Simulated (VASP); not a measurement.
Ti, 2 atoms in the cell. Symmetry: P6_3/mmc, No. 194, hexagonal system. Conventional cell: a = 2.950 Å, b = 2.950 Å, c = 4.680 Å, α = 90.00°, β = 90.00°, γ = 120.00°. Within 3.8 Å of Ti (site symmetry -6m2) lie 12 Ti at 2.89 to 2.95 Å. 

- Program: VASP 6.6.1
- Task: relaxation of cell and atoms
- Functional: PBEsol
- Dispersion: D4
- Potentials or basis: VASP PAW PBE potentials, release 64 (Ti_sv)
- Cutoff: 600 eV
- k mesh: 10 × 10 × 6
- Occupations: fermi-dirac, width 0.05 eV
- Spin: no spin polarisation
- Dipole correction: no
- Further INCAR settings: ALGO = Normal; EDIFF = 1e-07; IBRION = 2; EDIFFG = -0.01; NSW = 60; ISIF = 3

Potentials or basis: VASP PAW PBE potentials, release 64 (Ti_sv).

Run with:

```console
$ cat potpaw_PBE.64/Ti_sv/POTCAR > POTCAR
$ mpirun -np 1 vasp_std > vasp.out
```

Hardware: 1 thread of Intel Xeon 8259CL (shared host).

**Question.** Estimate the wall time of this run.

**Answer.** Wall time 5 min on 1 thread of Intel Xeon 8259CL (shared host), peak memory 0.19 GiB. Counts: scf iterations 71, k points 56, ion steps 7.
